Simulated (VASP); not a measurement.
A run of VASP 6.6.1:

INCAR

```
SYSTEM = Al30Cu
ALGO = Normal
EDIFF = 1E-7
ENCUT = 520
GGA = PE
ISIF = 2
ISMEAR = 0
IVDW = 12
LASPH = .True.
LCHARG = .True.
LELF = .True.
LREAL = Auto
LVHAR = .True.
LWAVE = .False.
NBANDS = 72
NELM = 100
PREC = Accurate
SIGMA = 0.1
```

File KPOINTS:

```
k-points
0
Gamma
  3 3 3
  0 0 0
```

POSCAR

```
Al30Cu
1.0
    8.1000000000      0.0000000000      0.0000000000
    0.0000000000      8.1000000000      0.0000000000
    0.0000000000      0.0000000000      8.1000000000
Al Cu
30 1
Direct
    0.5007428395     -0.0040545679     -0.0045601235
    0.7513904938      0.2451618519      0.0011786420
    0.7513825926      0.0016890123      0.2446500000
    0.0007434568      0.0000581481     -0.0004524691
    0.2500970370      0.2451534568      0.0011759259
    0.5007476543      0.4979382716     -0.0033296296
    0.7505296296      0.7482083951     -0.0021732099
    0.2500995062      0.0016767901      0.2446504938
    0.5007391358      0.2459914815      0.2454855556
    0.7483374074      0.4996256790      0.2518140741
    0.5007404938     -0.0028339506      0.4974317284
    0.7483220988      0.2523193827      0.4991176543
    0.7505292593     -0.0016649383      0.7476969136
    0.0007449383      0.4908635802      0.0083520988
    0.2509617284      0.7482000000     -0.0021719753
    0.2531338272      0.4996038272      0.2518149383
    0.5007428395      0.7529740741      0.2473286420
    0.0007387654      0.0088604938      0.4903546914
    0.2531433333      0.2523123457      0.4991054321
    0.5007396296      0.5012846914      0.5007787654
    0.7523622222      0.7477914815      0.4999454321
    0.2509529630     -0.0016700000      0.7476976543
    0.5007429630      0.2478287654      0.7524760494
    0.7523598765      0.5004550617      0.7472811111
    0.0007407407      0.7454688889      0.2538320988
    0.2491166667      0.7477785185      0.4999458025
    0.0007417284      0.2543493827      0.7449483951
    0.2491281481      0.5004440741      0.7472839506
    0.5007432099      0.7489467901      0.7484407407
    0.0007404938      0.7457906173      0.7452885185
    0.0007480247      0.3240013580      0.3235216049
```

Potentials or basis: VASP PAW PBE potentials, release 64 (Al, Cu).

Launch:

```bash
$ cat potpaw_PBE.64/Al/POTCAR potpaw_PBE.64/Cu/POTCAR > POTCAR
$ mpirun -np 1 vasp_std > vasp.out
```

Hardware: 1 thread of Intel(R) Xeon(R) 6975P-C (Granite Rapids), with other jobs on the host.

Problem. Estimate the wall time of this run.

Solution. Run time: 14 min on 1 thread of Intel(R) Xeon(R) 6975P-C (Granite Rapids), with other jobs on the host, peak memory 0.67 GiB. Counts: scf iterations 31, k points 14.
